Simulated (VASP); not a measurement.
Here is a VASP 6.6.1 calculation.

INCAR

```
SYSTEM = Si3Se2
PREC = Accurate ; ENCUT = 500
EDIFF = 1E-6 ; ISMEAR = 0
SIGMA = 0.1 ; LREAL = .False.
LASPH = .True. ; NELM = 120
ALGO = Normal ; ISIF = 2
LWAVE = .False. ; LCHARG = .True.
GGA = PE ; LELF = .True.
LVHAR = .True. ; NBANDS = 20
GGA_COMPAT = .False.
```

KPOINTS

```
regular mesh
0
Gamma
  6 6 6
  0 0 0
```

File POSCAR:

```
Si3Se2
1.0
   -1.8761195005      1.8761195005      8.9431918842
    1.8761195005     -1.8761195005      8.9431918842
    1.8761195005      1.8761195005     -8.9431918842
Si Se
3 2
Direct
    0.4225987553      0.9225987553      0.5000000000
    0.0774012447      0.5774012447      0.5000000000
    0.0000000000      0.0000000000      0.0000000000
    0.3426860763      0.3426860763      0.0000000000
    0.6573139237      0.6573139237      0.0000000000
```

Potentials or basis: VASP PAW PBE potentials, release 64 (Si, Se).

Launch:

```bash
$ cat potpaw_PBE.64/Si/POTCAR potpaw_PBE.64/Se/POTCAR > POTCAR
$ mpirun -np 1 vasp_std > vasp.out
```

(1) Predict the largest force.

(2) Predict the pressure.

(3) What does it give for the band gap on the k mesh?

Results:

(1) 0.103 eV/Å.

(2) 0.2 GPa.

(3) zero (bands 12 and 13 overlap by 0.01 eV).
